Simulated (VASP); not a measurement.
Crystal: BaTe.

```
CELL_PARAMETERS angstrom
0.00000 3.53238 3.53238
3.53238 0.00000 3.53238
3.53238 3.53238 0.00000
ATOMIC_POSITIONS crystal
Ba 0.00000 0.00000 0.00000
Te 0.50000 0.50000 0.50000
```

```yaml
Program: VASP 6.6.1
Task: relaxation of cell and atoms
Functional: LDA
Potentials_or_basis: VASP PAW LDA potentials, release 64 (Ba_sv, Te)
Cutoff: 600 eV
k_mesh: 6 × 6 × 6
Occupations: fermi-dirac, width 0.02 eV
Spin: no spin polarisation
```

At the start: pressure -2.2 GPa; volume 44.08 Å³/atom.

Task: Where does the relaxation end?

Result: Over 3 steps the energy falls by 22.2 meV/atom and the volume is 40.98 Å³/atom (-7.0 %); space group Fm-3m (No. 225, to 0.05 Å).

The path:
| step | energy change (eV) | largest force (eV/Å) | pressure (GPa) | volume (Å³) |
| --- | --- | --- | --- | --- |
| 1 | 0.0000 | 0.0000 | -2.16 | 88.15 |
| 2 | -0.0425 | 0.0000 | 0.53 | 80.79 |
| 3 | -0.0445 | 0.0000 | 0.00 | 81.97 |

Final structure:
```
Ba Te
1.0
     0.00000    3.44776    3.44776
     3.44776    0.00000    3.44776
     3.44776    3.44776    0.00000
Ba Te
1 1
Direct
  0.00000 0.00000 0.00000
  0.50000 0.50000 0.50000
```
